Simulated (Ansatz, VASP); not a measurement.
**Two plane-wave programs on CoAu**

```
CELL_PARAMETERS angstrom
-1.82720 -1.82720 -3.79435
-1.82720 -3.79435 -1.82720
-3.79435 -1.82720 -1.82720
ATOMIC_POSITIONS crystal
Co 0.00000 0.00000 0.00000
Au 0.50000 0.50000 0.50000
```

Alike in both runs: functional PBE; k mesh 18 × 18 × 18; occupations gaussian, width 0.1 eV; no spin polarisation.

Ansatz relaxed the structure, and its values are those at the end. VASP's run is a single point on that final structure, the one shown.

|  | VASP | Ansatz |
| --- | --- | --- |
| version | VASP 6.6.1 | Ansatz 0.2.0 |
| potentials or method | VASP PAW PBE potentials, release 64 (Co, Au), cutoff 520 eV | scalar-relativistic, plane waves, PAW |
| valence electrons in the cell | 20 | 36 |

Ansatz gave:

| Quantity | Value |
| --- | --- |
| gap on the k mesh at the Fermi level (eV) | none |
| pressure (GPa) | 0.0 |

Q: What did VASP give for the same quantities?

A: gap on the k mesh at the Fermi level (eV): none; pressure (GPa): -0.2.

A gap of «none» marks a metal or a gap that the smearing closes. The functional is the same, so the differences come from potentials, cutoffs and numerics. VASP's potentials hold 20 valence electrons a cell and Ansatz's 36, so a difference there can come from the potentials and not from the codes.

Spin-orbit coupling is off throughout.
